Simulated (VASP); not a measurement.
CuO, 4 atoms in the cell. The structure is orthorhombic, space group Cccm (No. 66). Conventional cell: a = 3.982 Å, b = 4.307 Å, c = 5.156 Å, α = 90.00°, β = 90.00°, γ = 90.00°. Cu (site symmetry 2/m) has 4 O at 1.95 Å within 2.6 Å. Within 2.6 Å of O (site symmetry 222) lie 4 Cu at 1.95 Å and 2 O at 2.58 Å. 

```yaml
Program: VASP 6.6.1
Task: single point
Functional: r2SCAN
Potentials_or_basis: VASP PAW PBE potentials, release 64 (Cu, O)
Cutoff: 520 eV
k_mesh: 6 × 6 × 4
Occupations: gaussian, width 0.1 eV
Spin: collinear spin
Starting_moments: "[1.0, 1.0, 0.0, 0.0] μB"
Hubbard_terms: Cu d U = 4.0 eV
Dipole_correction: no
Further_INCAR_settings: ALGO = Normal; EDIFF = 1e-06; NBANDS = 29
```

Potentials or basis: VASP PAW PBE potentials, release 64 (Cu, O).

Launch:

```sh
$ cat potpaw_PBE.64/Cu/POTCAR potpaw_PBE.64/O/POTCAR > POTCAR
$ cp INCAR.step1 INCAR
$ mpirun -np 1 vasp_std > vasp.out
$ cp INCAR.step2 INCAR
$ mpirun -np 1 vasp_std > vasp.out
```

Hardware: 1 thread of Intel(R) Xeon(R) Platinum 8259CL CPU @ 2.50GHz (Skylake/Cascade Lake), on a shared host.

Q: How long does it take, and how much memory?

A: Wall time 4.1 min on 1 thread of Intel(R) Xeon(R) Platinum 8259CL CPU @ 2.50GHz (Skylake/Cascade Lake) (shared host), peak memory 0.23 GiB. Counts: k points 39.
